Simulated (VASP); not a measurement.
**Li2ZnSn: single point with LDA**

Li2ZnSn:

```
CELL_PARAMETERS angstrom
5.75354 0.24285 -0.81032
-0.41917 5.62190 -0.04396
-0.00165 -1.22029 4.66050
ATOMIC_POSITIONS crystal
Li 0.19485 0.53921 0.81152
Li 0.52768 0.42973 0.50603
Li 0.04168 0.70044 0.33438
Li 0.76307 0.84666 0.92662
Sn 0.34565 0.06083 0.77583
Sn 0.86062 0.11171 0.57500
Zn 0.13414 0.23367 0.23104
Zn 0.44906 0.88921 0.23751
```

```
Program             : VASP 6.6.1
Task                : single point
Functional          : LDA
Potentials or basis : VASP PAW LDA potentials, release 64 (Li_sv, Sn_d, Zn)
Cutoff              : 520 eV
k mesh              : 3 × 3 × 3
Occupations         : gaussian, width 0.1 eV
Spin                : no spin polarisation
```

```yaml
Largest_force: 0.799 eV/Å
Band_gap_on_the_k_mesh: zero (band 32 reaches 4.01 eV, above the bottom of band 33 at 3.64 eV)
```

Forces in eV/Å, atoms in the order of the input:
```
Li  -0.091 -0.129  0.179
Li   0.191  0.288 -0.401
Li   0.043 -0.233  0.070
Li   0.109 -0.005  0.108
Sn   0.634  0.083 -0.478
Sn  -0.560  0.452  0.022
Zn  -0.191 -0.118  0.091
Zn  -0.135 -0.339  0.409
```

Levels at points of the mesh, in eV from the Fermi level:
| k point | band 28 | band 29 | band 30 | band 31 | band 32 | band 33 | band 34 | band 35 | band 36 | band 37 |
| --- | --- | --- | --- | --- | --- | --- | --- | --- | --- | --- |
| (0.00, 0.00, 0.00) | -2.90 | -2.72 | -2.01 | -1.43 | 0.06 | 0.32 | 0.80 | 1.47 | 1.83 | 2.38 |

It took 32 s on 1 thread of Intel(R) Xeon(R) 6975P-C (Granite Rapids) (shared host), peak memory 0.25 GiB.

Caveat: the k points lie up to 0.46 Å⁻¹ apart; spin-orbit coupling is left out, which moves the levels of the heavy elements.
